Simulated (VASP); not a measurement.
Set up this calculation in VASP 6.6.1, as the native input.

```yaml
Task: single point
Functional: PBEsol
Dispersion: D4
Potentials_or_basis: VASP PAW PBE potentials, release 64 (Zr_sv)
Cutoff: 520 eV
k_mesh: 10 × 10 × 10
Occupations: fermi-dirac, width 0.01 eV
Spin: collinear spin, ferromagnetic start
Starting_moments: "[1.0] μB"
Fixed_moment: 1 μB
Dipole_correction: no
Further_INCAR_settings: ALGO = Normal; EDIFF = 1e-06; NBANDS = 16
```

The structure of Zr lies in POSCAR:

```
Zr
1.0
    0.0000000000      2.2846744556      2.2846744556
    2.2846744556      0.0000000000      2.2846744556
    2.2846744556      2.2846744556      0.0000000000
Zr
1
Direct
    0.0000000000      0.0000000000      0.0000000000
```

This cell differs from its parent crystal: volume scaled by 1.04.

The input as run:

INCAR

```
PREC = Accurate
ENCUT = 520
EDIFF = 1E-6
ISMEAR = -1
SIGMA = 0.01
LREAL = F
LASPH = T
NELM = 150
ALGO = Normal
ISIF = 2
LWAVE = F
LCHARG = F
ISPIN = 2
MAGMOM = 1
LORBIT = 11
NUPDOWN = 1.0
LMAXMIX = 4
GGA = PS
IVDW = 13
NBANDS = 16
```

KPOINTS

```
Automatic mesh
0
Gamma
  10 10 10
```

Potentials or basis: VASP PAW PBE potentials, release 64 (Zr_sv).

Launch:

```bash
$ cat potpaw_PBE.64/Zr_sv/POTCAR > POTCAR
$ mpirun -np 1 vasp_std > vasp.out
```

It gave:

```
Pressure                                              : -4.3 GPa
Net moment                                            : 1.00 μB per cell
Site moments                                          : Zr +0.54 μB
Valence electrons inside the program's atomic spheres : Zr 9.80
Dispersion energy per atom                            : -0.117 eV
```

Caveat: the PAW data sets were made with another functional, which shifts forces and pressure a little; the total moment is fixed, so each spin has its own Fermi level.

Wall time 14 s on 1 thread of Intel(R) Xeon(R) Platinum 8488C (Sapphire Rapids), on a shared host, peak memory 0.16 GiB.
